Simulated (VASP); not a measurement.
MgO, 2 atoms in the cell. Symmetry: I4/mmm, No. 139, tetragonal system. The conventional cell has a = 3.008 Å, b = 3.008 Å, c = 4.126 Å, α = 90.00°, β = 90.00°, γ = 90.00°. Mg (site symmetry 4/mmm) has 6 O at 2.06 to 2.13 Å within 2.7 Å. Within 2.7 Å of O (site symmetry 4/mmm) lie 6 Mg at 2.06 to 2.13 Å.  This cell differs from its parent crystal: strain -0.0300 x Voigt [0, 0, 1, 0, 0, 0].

```yaml
Program: VASP 6.6.1
Task: single point
Functional: PBE
Potentials_or_basis: VASP PAW PBE potentials, release 64 (Mg, O)
Cutoff: 520 eV
k_mesh: 10 × 10 × 10
Occupations: gaussian, width 0.05 eV
Spin: no spin polarisation
Dipole_correction: no
Further_INCAR_settings: ALGO = Normal; EDIFF = 1e-06; NBANDS = 11
```

Potentials or basis: VASP PAW PBE potentials, release 64 (Mg, O).

The run is started by

```bash
$ cat potpaw_PBE.64/Mg/POTCAR potpaw_PBE.64/O/POTCAR > POTCAR
$ mpirun -np 1 vasp_std > vasp.out
```

Hardware: 1 thread of Intel(R) Xeon(R) Platinum 8559C (Emerald Rapids) (shared host).

Q: How long does it take, and how much memory?

A: Run time: 11 s on 1 thread of Intel(R) Xeon(R) Platinum 8559C (Emerald Rapids), on a shared host, peak memory 0.15 GiB. Counts: scf iterations 12, k points 102.
